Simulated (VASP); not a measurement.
Crystal: LiH5.

```
Li H
1.0
     4.25826    0.00000    0.00000
    -2.12913    3.68776    0.00000
     0.00000    0.00000    3.31168
Li H
1 5
Cartesian
  0.0000 0.0000 0.2448
  0.0000 2.4585 0.0465
  2.1291 1.2293 0.0465
  2.1291 0.0000 1.5432
  1.0646 1.8439 1.5432
  -1.0646 1.8439 1.5432
```

```yaml
Program: VASP 6.6.1
Task: relaxation of cell and atoms
Functional: PBE
Potentials_or_basis: VASP PAW PBE potentials, release 64 (Li_sv, H)
Cutoff: 600 eV
k_mesh: 6 × 6 × 6
Occupations: gaussian, width 0.1 eV
Spin: no spin polarisation
```

At the start: pressure -13.9 GPa; volume 8.67 Å³/atom.

Problem. How do energy, volume and symmetry change on relaxing?

Solution. Over 26 steps the energy falls by 678.5 meV/atom and the volume is 6.36 Å³/atom (-26.7 %); space group P6mm (No. 183, to 0.05 Å).

Step by step:
```
step  energy change (eV)  largest force (eV/Å)  pressure (GPa)  volume (Å³)
   1              0.0000                0.3014          -13.92        52.00
   2             -0.5105                0.3480          -14.11        46.54
   3             -1.7226                0.3922           -8.90        32.43
   4              1.9248                0.8598          155.20        13.22
   5             -1.8543                0.3311           -4.83        29.14
   6             -1.9080                0.3754            2.55        25.89
   7             -1.9101                0.3623            1.03        26.43
   8             -1.9563                0.4049            1.34        26.43
   9             -2.1214                0.6583            3.03        26.39
  10             -2.5949                1.1124            8.19        26.19
  11             -2.9955                0.4616           17.02        25.26
  12             -3.0320                0.7921           16.53        25.47
  13             -3.0234                0.6323           16.89        25.37
  14             -3.0358                0.5783           16.64        25.44
  15             -3.0623                0.4208           15.82        25.63
  16             -3.0639                0.2310           14.15        26.02
  17             -3.0718                0.2613           14.94        25.84
  18             -3.0980                0.2582           14.58        25.97
  19             -3.1732                0.2498           13.56        26.37
  20             -3.3125                0.2318           11.54        27.17
  21             -3.5519                0.2027            8.15        28.79
  22             -3.8638                0.1014            3.51        32.11
  23             -4.0503                0.2227           -1.56        39.09
  24             -4.0524                0.2000           -1.31        38.59
  25             -4.0680                0.0906           -0.55        38.32
  26             -4.0711                0.0187           -0.04        38.14
```

Final structure:
```
Li H
1.0
     4.04076    0.00000    0.00000
    -2.02038    3.49940    0.00000
     0.00000    0.00000    2.69735
Li H
1 5
Cartesian
  0.0000 0.0000 2.1514
  0.0000 2.3329 0.9230
  2.0204 1.1665 0.9230
  2.0204 0.0000 0.9153
  1.0102 1.7497 0.9153
  -1.0102 1.7497 0.9153
```

Caveat: the cutoff is under 1.25 times the usual one of these potentials, so pressure, stress and relaxed cells hold a basis-set (Pulay) error; the volume moved by over 15 % at a fixed basis, so the end points are rough.
